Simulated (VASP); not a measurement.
Here is a VASP 6.6.1 calculation.

The input POSCAR:

```
NaI
1.0
    0.0000000000      3.3117554472      3.1956776307
    3.3117554472      0.0000000000      3.1956776307
    3.3117554472      3.3117554472      0.0000000000
Na I
1 1
Direct
    0.0000000000      0.0000000000      0.0000000000
    0.5000000000      0.5000000000      0.5000000000
```

The input INCAR.step1:

```
PREC = Accurate ; ENCUT = 520
ISMEAR = 0 ; SIGMA = 0.01
LREAL = F ; LASPH = T
NELM = 60 ; NBANDS = 14
GGA = PE ; ALGO = Normal
EDIFF = 1E-4 ; LWAVE = T
LCHARG = F
```

Contents of INCAR.step2:

```
PREC = Accurate ; ENCUT = 520
EDIFF = 1E-7 ; ISMEAR = 0
SIGMA = 0.01 ; LREAL = F
LASPH = T ; NELM = 60
ALGO = Normal ; ISIF = 2
LWAVE = F ; LCHARG = T
METAGGA = R2SCAN ; LMIXTAU = T
LELF = T ; LVHAR = T
NBANDS = 14 ; ISTART = 1
```

File KPOINTS:

```
regular mesh
0
Gamma
  8 8 8
```

Potentials or basis: VASP PAW PBE potentials, release 64 (Na_pv, I).

The run is started by

```sh
$ cat potpaw_PBE.64/Na_pv/POTCAR potpaw_PBE.64/I/POTCAR > POTCAR
$ cp INCAR.step1 INCAR
$ mpirun -np 1 vasp_std > vasp.out
$ cp INCAR.step2 INCAR
$ mpirun -np 1 vasp_std > vasp.out
```

Task: Estimate the pressure.

Result: -0.7 GPa.

Task: Predict the band gap on the k mesh.

Result: 4.33 eV, direct.

Stress tensor (GPa, compression positive):
```
-0.95  0.00  0.00
 0.00 -0.95  0.00
 0.00  0.00 -0.05
```

Caveat: the cell differs from its parent crystal (epitaxial xy strain +2.5%); the PAW data sets were made with another functional, which shifts forces and pressure a little; spin-orbit coupling is left out, which moves the levels of the heavy elements. A k mesh can miss the band edges.
